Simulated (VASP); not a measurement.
Input of a VASP 6.6.1 run:

File INCAR:

```
ALGO = Normal ; EDIFF = 1E-6
EDIFFG = -0.005 ; ENCUT = 600
GGA = PE ; IBRION = 2
ISIF = 3 ; ISMEAR = -1
LASPH = True ; LCHARG = False
LREAL = False ; LWAVE = False
NELM = 100 ; NSW = 80
PREC = Accurate ; SIGMA = 0.02
```

File KPOINTS:

```
k-points
0
Gamma
  6 6 4
```

Contents of POSCAR:

```
RbBr
1.0
    4.8390043800      0.0000000000      0.0000000000
   -2.4195021900      4.1907007221      0.0000000000
    0.0000000000      0.0000000000      7.8875771394
Rb Br
2 2
Direct
    0.0000000000      0.0000000000      0.0000000000
    0.0000000000      0.0000000000      0.5000000000
    0.3333333333      0.6666666667      0.2500000000
    0.6666666667      0.3333333333      0.7500000000
```

Potentials or basis: VASP PAW PBE potentials, release 64 (Rb_sv, Br).

The run is started by

```bash
$ cat potpaw_PBE.64/Rb_sv/POTCAR potpaw_PBE.64/Br/POTCAR > POTCAR
$ mpirun -np 1 vasp_std > vasp.out
```

What does it give for the relaxed volume?

43.35 Å³/atom.

Estimate the space group after relaxing (to 0.1 Å).

P6_3/mmc (No. 194).

Predict the band gap on the k mesh.

4.13 eV.

Final structure:
```
CELL_PARAMETERS angstrom
4.84816 0.00000 0.00000
-2.42408 4.19863 0.00000
0.00000 0.00000 8.51773
ATOMIC_POSITIONS crystal
Rb 0.00000 0.00000 0.00000
Rb 0.00000 0.00000 0.50000
Br 0.33333 0.66667 0.25000
Br 0.66667 0.33333 0.75000
```

A k mesh can miss the band edges.
